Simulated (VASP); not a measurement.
Set up this calculation in VASP 6.6.1, as the native input.

```yaml
Task: single point
Functional: r2SCAN
Potentials_or_basis: VASP PAW PBE potentials, release 64 (K_sv, F)
Cutoff: 520 eV
k_mesh: 9 × 9 × 9
Occupations: fermi-dirac, width 0.05 eV
Spin: no spin polarisation
Dipole_correction: no
Further_INCAR_settings: ALGO = Normal; EDIFF = 1e-06; NBANDS = 15
```

The system is KF.

```xyz
2
Lattice="0.0000 2.6173 2.6173 2.6173 0.0000 2.6173 2.6173 2.6173 0.0000" Properties=species:S:1:pos:R:3 pbc="T T T"
K     0.0000    0.0000    0.0000
F     2.6173    2.6173    2.6173
```

These files were run (other wordings do the same):

POSCAR

```
KF
1.0
    0.0000000000      2.6173071446      2.6173071446
    2.6173071446      0.0000000000      2.6173071446
    2.6173071446      2.6173071446      0.0000000000
K F
1 1
Direct
    0.0000000000      0.0000000000      0.0000000000
    0.5000000000      0.5000000000      0.5000000000
```

INCAR.step1

```
PREC = Accurate
ENCUT = 520
ISMEAR = -1
SIGMA = 0.05
LREAL = False
LASPH = True
NELM = 80
NBANDS = 15
GGA = PE
ALGO = Normal
EDIFF = 1E-4
LWAVE = True
LCHARG = False
```

INCAR.step2

```
PREC = Accurate
ENCUT = 520
EDIFF = 1E-6
ISMEAR = -1
SIGMA = 0.05
LREAL = False
LASPH = True
NELM = 80
ALGO = Normal
ISIF = 2
LWAVE = False
LCHARG = True
METAGGA = R2SCAN
LMIXTAU = True
LELF = True
LVHAR = True
NBANDS = 15
ISTART = 1
```

KPOINTS

```
Automatic mesh
0
Gamma
  9 9 9
```

Potentials or basis: VASP PAW PBE potentials, release 64 (K_sv, F).

Run with:

```bash
$ cat potpaw_PBE.64/K_sv/POTCAR potpaw_PBE.64/F/POTCAR > POTCAR
$ cp INCAR.step1 INCAR
$ mpirun -np 1 vasp_std > vasp.out
$ cp INCAR.step2 INCAR
$ mpirun -np 1 vasp_std > vasp.out
```

Results of the run:

```json
{
 "Pressure": "1.9 GPa",
 "Band gap on the k mesh": "7.17 eV"
}
```

Caveat: the PAW data sets were made with another functional, which shifts forces and pressure a little; an odd mesh through Γ misses points on the zone boundary, where band edges can lie.

Wall time 100 s on 1 thread of Intel Xeon 8259CL, with other jobs on the host, peak memory 0.17 GiB.
